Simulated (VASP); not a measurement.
Here is a VASP 6.6.1 calculation.

File INCAR:

```
PREC = Accurate
ENCUT = 500
EDIFF = 1E-6
ISMEAR = 1
SIGMA = 0.05
LREAL = False
LASPH = True
NELM = 120
ALGO = Normal
ISIF = 2
LWAVE = False
LCHARG = True
GGA = PE
LELF = True
LVHAR = True
NBANDS = 20
GGA_COMPAT = False
```

The input KPOINTS:

```
regular mesh
0
Gamma
  8 8 8
```

POSCAR

```
Ga
1.0
    0.0000000000      2.4838319752      2.4838319752
    2.4838319752      0.0000000000      2.4838319752
    2.4838319752      2.4838319752      0.0000000000
Ga
2
Direct
    1.0000000000      1.0000000000      1.0000000000
    0.2500000000      0.2500000000      0.2500000000
```

Potentials or basis: VASP PAW PBE potentials, release 64 (Ga_d).

Run with:

```console
$ cat potpaw_PBE.64/Ga_d/POTCAR > POTCAR
$ mpirun -np 1 vasp_std > vasp.out
```

Task: Predict the pressure.

Result: 60.4 GPa.

Task: Predict the band gap on the k mesh.

Result: Zero (bands 13 and 14 overlap by 7.43 eV).

Caveat: the cell stands under pressure.
